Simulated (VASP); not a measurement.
# Ti3Al4Ni (P4/mmm) in VASP: notebook

The runs below take Ti3Al4Ni through single point, with PBE.

All numbers are computed with VASP 6.6.1; they aren't measurements. Logs are shortened: lines on timing, memory, paths and dates and some standing lists are left out, and cuts for length are marked.

### 1 The cell of the first run

It takes space group P4/mmm (No. 123, tetragonal). Conventional cell: a = 5.820 Å, b = 5.820 Å, c = 3.620 Å, α = 90.00°, β = 90.00°, γ = 90.00°. Within 3.8 Å of Ti (site symmetry 4/mmm) lie 8 Al at 2.86 Å and 6 Ti at 2.91 to 3.62 Å. Within 3.7 Å of Ti (site symmetry mmm) lie 8 Al at 2.74 Å and 4 Ti at 2.91 to 3.62 Å and 2 Ni at 2.91 Å. Al (site symmetry m2m) has 2 Ni at 2.63 Å and 7 Al at 2.69 to 3.81 Å and 6 Ti at 2.74 to 2.86 Å within 3.9 Å. Ni (site symmetry 4/mmm) has 8 Al at 2.63 Å and 4 Ti at 2.91 Å and 2 Ni at 3.62 Å within 3.7 Å.

### 2 Single point, PBE

INCAR reads:

```
PREC     = Accurate       # precision mode
ENCUT    = 520            # plane-wave cutoff, eV
EDIFF    = 1E-6           # SCF threshold, eV
ISMEAR   = 0              # smearing method
SIGMA    = 0.1            # smearing width, eV
LREAL    = False          # projectors in reciprocal space
LASPH    = True           # aspherical terms in the spheres
NELM     = 100            # most SCF steps
ALGO     = Fast           # electronic algorithm
ISIF     = 2              # what is computed and relaxed
LWAVE    = False          # write WAVECAR
LCHARG   = False          # write CHGCAR
GGA      = PE             # functional
NBANDS   = 39             # bands
```

KPOINTS reads:

```
Automatic mesh
0
Gamma
  4 4 6
```

POSCAR reads:

```
Ti3Al4Ni
1.0
    5.8200008000      0.0000000000      0.0000000000
    0.0000000000      5.8200008000      0.0000000000
    0.0000000000      0.0000000000      3.6196499000
Ti Al Ni
3 4 1
Direct
    0.0000000000      0.0000000000      0.5000000000
    0.0000000000      0.5000000000      0.5000000000
    0.5000000000      0.0000000000      0.5000000000
    0.7314970000      0.7314970000      0.0000000000
    0.7314970000      0.2685030000      0.0000000000
    0.2685030000      0.7314970000      0.0000000000
    0.2685030000      0.2685030000      0.0000000000
    0.5000000000      0.5000000000      0.5000000000
```

Potentials or basis: VASP PAW PBE potentials, release 64 (Ti_sv, Al, Ni).

Started as:

```console
cat potpaw_PBE.64/Ti_sv/POTCAR potpaw_PBE.64/Al/POTCAR potpaw_PBE.64/Ni/POTCAR > POTCAR
mpirun -np 1 vasp_std > vasp.out
```

OUTCAR:

```text
PREC = Accurate
   ENCUT = 520
   EDIFF = 1E-6
   ISMEAR = 0
   LREAL = False
   LASPH = True
   NELM = 100
   ISIF = 2
   GGA = PE

 ion  position               nearest neighbor table
   1  0.000  0.000  0.500-   4 2.86   5 2.86   6 2.86   7 2.86   4 2.86   5 2.86   6 2.86   7 2.86
                             2 2.91   3 2.91   2 2.91   3 2.91
   2  0.000  0.500  0.500-   4 2.74   5 2.74   6 2.74   7 2.74   4 2.74   5 2.74   6 2.74   7 2.74
                             1 2.91   8 2.91   1 2.91   8 2.91
   3  0.500  0.000  0.500-   4 2.74   5 2.74   6 2.74   7 2.74   4 2.74   5 2.74   6 2.74   7 2.74
                             1 2.91   8 2.91   8 2.91   1 2.91
   4  0.731  0.731  0.000-   8 2.63   8 2.63   5 2.69   6 2.69   2 2.74   2 2.74   3 2.74   3 2.74
                             1 2.86   1 2.86   6 3.13   5 3.13
   5  0.731  0.269  0.000-   8 2.63   8 2.63   4 2.69   7 2.69   2 2.74   2 2.74   3 2.74   3 2.74
                             1 2.86   1 2.86   7 3.13   4 3.13
   6  0.269  0.731  0.000-   8 2.63   8 2.63   4 2.69   7 2.69   2 2.74   2 2.74   3 2.74   3 2.74
                             1 2.86   1 2.86   7 3.13   4 3.13
   7  0.269  0.269  0.000-   8 2.63   8 2.63   5 2.69   6 2.69   2 2.74   2 2.74   3 2.74   3 2.74
                             1 2.86   1 2.86   6 3.13   5 3.13
   8  0.500  0.500  0.500-   4 2.63   5 2.63   6 2.63   7 2.63   4 2.63   5 2.63   6 2.63   7 2.63
                             2 2.91   3 2.91   3 2.91   2 2.91

  LATTYP: Found a simple tetragonal cell.
 ALAT       =     5.8200008000
 C/A-ratio  =     0.6219328870

  Lattice vectors:

 A1 = (   5.8200008000,   0.0000000000,   0.0000000000)
 A2 = (   0.0000000000,   5.8200008000,   0.0000000000)
 A3 = (   0.0000000000,   0.0000000000,   3.6196499000)

Analysis of symmetry for initial positions (statically):
=====================================================================
 Subroutine PRICEL returns:
 Original cell was already a primitive cell.

 Routine SETGRP: Setting up the symmetry group for a
 simple tetragonal supercell.

 Subroutine GETGRP returns: Found 16 space group operations
 (whereof 16 operations were pure point group operations)
 out of a pool of 16 trial point group operations.

The static configuration has the point symmetry D_4h.

Analysis of symmetry for dynamics (positions and initial velocities):
=====================================================================
 Subroutine PRICEL returns:
 Original cell was already a primitive cell.

 Routine SETGRP: Setting up the symmetry group for a
 simple tetragonal supercell.

 Subroutine GETGRP returns: Found 16 space group operations
 (whereof 16 operations were pure point group operations)
 out of a pool of 16 trial point group operations.

The dynamic configuration has the point symmetry D_4h.

 Subroutine INISYM returns: Found 16 space group operations
 (whereof 16 operations are pure point group operations),
 and found     1 'primitive' translations

----------------------------------------------------------------------------------------

                                     Primitive cell

  volume of cell :     122.6063

  direct lattice vectors                    reciprocal lattice vectors
     5.820000800  0.000000000  0.000000000     0.171821282  0.000000000  0.000000000
     0.000000000  5.820000800  0.000000000     0.000000000  0.171821282  0.000000000
     0.000000000  0.000000000  3.619649900     0.000000000  0.000000000  0.276269813

  length of vectors
     5.820000800  5.820000800  3.619649900     0.171821282  0.171821282  0.276269813

  position of ions in fractional coordinates (direct lattice)
     0.000000000  0.000000000  0.500000000
     0.000000000  0.500000000  0.500000000
     0.500000000  0.000000000  0.500000000
     0.731497000  0.731497000  0.000000000
     0.731497000  0.268503000  0.000000000
     0.268503000  0.731497000  0.000000000
     0.268503000  0.268503000  0.000000000
     0.500000000  0.500000000  0.500000000

  ion indices of the primitive-cell ions
   primitive index   ion index
                 1           1
                 2           2
                 3           3
                 4           4
                 5           5
                 6           6
                 7           7
                 8           8

----------------------------------------------------------------------------------------

 KPOINTS: Automatic mesh

Automatic generation of k-mesh.
 Grid dimensions read from file:
 generate k-points for:    4    4    6

 Generating k-lattice:

  Cartesian coordinates                     Fractional coordinates (reciprocal lattice)
     0.042955321  0.000000000  0.000000000     0.250000000  0.000000000  0.000000000
     0.000000000  0.042955321  0.000000000     0.000000000  0.250000000  0.000000000
     0.000000000  0.000000000  0.046044969     0.000000000  0.000000000  0.166666667

  Length of vectors
     0.042955321  0.042955321  0.046044969

  Shift w.r.t. Gamma in fractional coordinates (k-lattice)
     0.000000000  0.000000000  0.000000000

 Subroutine IBZKPT returns following result:
 ===========================================

 Found     24 irreducible k-points:

 Following reciprocal coordinates:
            Coordinates               Weight
  0.000000  0.000000  0.000000      1.000000
  0.250000  0.000000  0.000000      4.000000
  0.500000  0.000000  0.000000      2.000000
  0.250000  0.250000  0.000000      4.000000
  0.500000  0.250000  0.000000      4.000000
  0.500000  0.500000  0.000000      1.000000
[... 16 lines left out ...]
  0.500000  0.250000  0.500000      4.000000
  0.500000  0.500000  0.500000      1.000000
   k-points           NKPTS =     24   k-points in BZ     NKDIM =     24   number of bands    NBANDS=     39
   number of dos      NEDOS =    301   number of ions     NIONS =      8
   total plane-waves  NPLWV =  64512
   dimension x,y,z NGX =    48 NGY =   48 NGZ =   28
   dimension x,y,z NGXF=    96 NGYF=   96 NGZF=   56
   ions per type =               3   4   1
   NGX,Y,Z   is equivalent  to a cutoff of  13.71, 13.71, 12.86 a.u.
   NGXF,Y,Z  is equivalent  to a cutoff of  27.42, 27.42, 25.72 a.u.
 SYSTEM =  unknown system
   PREC   = accura    normal or accurate (medium, high low for compatibility)
   ISTART =      0    job   : 0-new  1-cont  2-samecut
   ICHARG =      2    charge: 1-file 2-atom 10-const
   ISPIN  =      1    spin polarized calculation?
   LNONCOLLINEAR =      F non collinear calculations
   LSORBIT =      F    spin-orbit coupling
   LASPH  =      T    aspherical Exc in radial PAW
   ENCUT  =  520.0 eV  38.22 Ry    6.18 a.u.  10.82 10.82  6.73*2*pi/ulx,y,z
   NELM   =    100;   NELMIN=  2; NELMDL= -5     # of ELM steps
   EDIFF  = 0.1E-05   stopping-criterion for ELM
   LREAL  =      F    real-space projection
   EDIFFG = 0.1E-04   stopping-criterion for IOM
   NSW    =      0    number of steps for IOM
   IBRION =     -1    ionic relax: 0-MD 1-quasi-New 2-CG
   NFREE  =      0    steps in history (QN), initial steepest desc. (CG)
   ISIF   =      2    stress and relaxation
   ISYM   =      2    0-nonsym 1-usesym 2-fastsym
   POTIM  = 0.5000    time-step for ionic-motion
   TEBEG  =    0.0;   TEEND  =   0.0 temperature during run
   PSTRESS=    0.0 pullay stress
   NELECT =      58.0000    total number of electrons
   NUPDOWN=      -1.0000    fix difference up-down
   EMIN   =  10.00;   EMAX   =-10.00  energy-range for DOS
   EFERMI =   0.00;   METHOD = LEGACY
   ISMEAR =     0;   SIGMA  =   0.10  broadening in eV -4-tet -1-fermi 0-gaus
   EFERMI_NEDOS =   21; number of points for ismear=-14 and -15
   IALGO  =     68    algorithm
   IMIX   =      4    mixing-type and parameters
     AMIX     =   0.40;   BMIX     =  1.00
     AMIX_MAG =   1.60;   BMIX_MAG =  1.00
  volume/ion in A,a.u.               =      15.33       103.42
  Fermi-wavevector in a.u.,A,eV,Ry     =   1.275596  2.410528 22.138667  1.627146
  Thomas-Fermi vector in A             =   2.408300
   LORBIT       =      0    0 simple, 1 ext, 2 COOP (PROOUT), +10 PAW based schemes
   GGA     = PE    functional components
   LHFCALC =     F    Hartree Fock is set to
   AEXX    =    0.0000 exact exchange contribution
   IVDW    =     0    specifies the selected vdW correction
   LEPSILON=     F    determine dielectric tensor
   LRPA    =     F    only Hartree local field effects (RPA)
 non-spin polarized calculation
 RMM-DIIS sequential band-by-band and
 Gauss-broadening in eV      SIGMA  =   0.10
  energy-cutoff  :      520.00
  volume of cell :      122.61
 maximum number of plane-waves:      3336
 NGX is ok and might be reduce to    48
   NGX = 21   NGY = 21   NGZ = 13

 number of electron      58.0000035 magnetization

 Free energy of the ion-electron system (eV)
  ---------------------------------------------------
  ext. energy  EPLUGINS =         0.00000000
  ---------------------------------------------------
  free energy    TOTEN  =       -47.05414404 eV

  energy without entropy =      -47.01100179  energy(sigma->0) =      -47.03257291

 E-fermi :   8.4389     XC(G=0): -11.1907

 val. band max:        8.4271140371   @ k =   0.2500   0.2500   0.1667
 cond. band min:       8.4414865564   @ k =   0.2500   0.2500   0.1667
 fundamental gap:      0.0143725193
 Fermi energy:         8.4389421793

 k-point     1 :       0.0000    0.0000    0.0000
  band No.  band energies     occupation
      1     -48.2563      2.00000
      2     -48.0852      2.00000
      3     -48.0812      2.00000
      4     -24.6559      2.00000
      5     -24.5728      2.00000
      6     -24.5728      2.00000
[... 31 lines left out ...]
     38      10.8770      0.00000
     39      11.2993      0.00000

 k-point     2 :       0.2500    0.0000    0.0000
  band No.  band energies     occupation
      1     -48.2552      2.00000
      2     -48.0853      2.00000
      3     -48.0822      2.00000
      4     -24.6552      2.00000
      5     -24.5715      2.00000
      6     -24.5269      2.00000
[... 31 lines left out ...]
     38      11.0011      0.00000
     39      11.3558      0.00000

 k-point     3 :       0.5000    0.0000    0.0000
  band No.  band energies     occupation
      1     -48.2540      2.00000
      2     -48.0856      2.00000
      3     -48.0831      2.00000
      4     -24.6545      2.00000
      5     -24.5702      2.00000
      6     -24.4586      2.00000
[... 31 lines left out ...]
     38      11.3594      0.00000
     39      12.0535      0.00000

 k-point     4 :       0.2500    0.2500    0.0000
  band No.  band energies     occupation
      1     -48.2540      2.00000
      2     -48.0854      2.00000
      3     -48.0834      2.00000
      4     -24.6545      2.00000
      5     -24.5259      2.00000
      6     -24.5243      2.00000
[... 31 lines left out ...]
     38      11.4788      0.00000
     39      11.6038      0.00000
[... 754 lines left out ...]
     38      10.7634      0.00000
     39      11.5361      0.00000

 k-point    23 :       0.5000    0.2500    0.5000
  band No.  band energies     occupation
      1     -48.2502      2.00000
      2     -48.0829      2.00000
      3     -48.0817      2.00000
      4     -24.6968      2.00000
      5     -24.5174      2.00000
      6     -24.4490      2.00000
[... 31 lines left out ...]
     38      10.5092      0.00000
     39      10.6907      0.00000

 k-point    24 :       0.5000    0.5000    0.5000
  band No.  band energies     occupation
      1     -48.2490      2.00000
      2     -48.0829      2.00000
      3     -48.0829      2.00000
      4     -24.6958      2.00000
      5     -24.4433      2.00000
      6     -24.4433      2.00000
[... 31 lines left out ...]
     38      10.6663      0.00000
     39      10.6852      0.00000

------------------------ aborting loop because EDIFF is reached ----------------------------------------

  FORCE on cell =-STRESS in cart. coord.  units (eV):
  Direction    XX          YY          ZZ          XY          YZ          ZX
  --------------------------------------------------------------------------------------
  -------------------------------------------------------------------------------------
  Total       -0.0460782     -0.0460782     -0.0272848      0.0000000      0.0000000      0.0000000
  in kB       -0.6021350     -0.6021350     -0.3565482      0.0000000      0.0000000      0.0000000
  external PRESSURE =      -0.5202728 kB  Pullay stress =       0.0000000 kB

 VOLUME and BASIS-vectors are now :
 -----------------------------------------------------------------------------
  energy-cutoff  :      520.00
  volume of cell :      122.61
      direct lattice vectors                 reciprocal lattice vectors
     5.820000800  0.000000000  0.000000000     0.171821282  0.000000000  0.000000000
     0.000000000  5.820000800  0.000000000     0.000000000  0.171821282  0.000000000
     0.000000000  0.000000000  3.619649900     0.000000000  0.000000000  0.276269813

 POSITION                                       TOTAL-FORCE (eV/Angst)
 -----------------------------------------------------------------------------------
      0.00000      0.00000      1.80982         0.000000      0.000000      0.000000
      0.00000      2.91000      1.80982         0.000000      0.000000      0.000000
      2.91000      0.00000      1.80982         0.000000      0.000000      0.000000
      4.25731      4.25731      0.00000         0.006261      0.006261      0.000000
      4.25731      1.56269      0.00000         0.006261     -0.006261      0.000000
      1.56269      4.25731      0.00000        -0.006261      0.006261     -0.000000
      1.56269      1.56269      0.00000        -0.006261     -0.006261      0.000000
      2.91000      2.91000      1.80982         0.000000      0.000000      0.000000
 -----------------------------------------------------------------------------------
    total drift:                                0.000000      0.000000     -0.000000

  FREE ENERGIE OF THE ION-ELECTRON SYSTEM (eV)
  ---------------------------------------------------
  free  energy   TOTEN  =       -47.0541440393 eV

  energy  without entropy=      -47.0110017882  energy(sigma->0) =      -47.03257291
```

It took 2.2 min on 1 thread of Intel Xeon 6975P-C (Granite Rapids), shared host; peak memory 0.31 GiB.

Results:

| Item | Value |
| --- | --- |
| Free energy | -47.0541 eV |
| Pressure | -0.1 GPa |
| Largest force | 0.009 eV/Å |
| Band gap on the k mesh | zero (bands 29 and 30 overlap by 0.94 eV) |

Forces in eV/Å, atoms in the order of the input:
```
Ti   0.000  0.000  0.000
Ti   0.000  0.000  0.000
Ti   0.000  0.000  0.000
Al   0.006  0.006  0.000
Al   0.006 -0.006  0.000
Al  -0.006  0.006  0.000
Al  -0.006 -0.006  0.000
Ni   0.000  0.000  0.000
```

Levels at points of the mesh, in eV from the Fermi level:
```
           k point  band 25  band 26  band 27  band 28  band 29  band 30  band 31  band 32  band 33  band 34
(0.00, 0.00, 0.00)    -1.00    -0.81    -0.48    -0.47    -0.32    -0.32     0.98     0.98     1.20     1.35
(0.50, 0.00, 0.00)    -0.78    -0.44    -0.37    -0.33    -0.14     0.47     0.54     0.84     1.00     1.06
(0.50, 0.50, 0.00)    -0.88    -0.48    -0.39    -0.06     0.09     0.10     0.57     0.57     0.92     1.17
(0.00, 0.00, 0.50)    -1.62    -1.20    -0.75    -0.56    -0.50    -0.50     1.51     1.69     1.69     1.73
(0.50, 0.00, 0.50)    -1.13    -0.78    -0.65    -0.37    -0.03     0.02     0.36     1.38     1.68     1.74
(0.50, 0.50, 0.50)    -1.21    -0.89    -0.77     0.44     0.44     0.54     0.54     0.66     0.86     0.89
```

Spin polarisation is off, so any magnetic state and its effect on volume and gap are missing.

(Continued in part 2 of 2.)
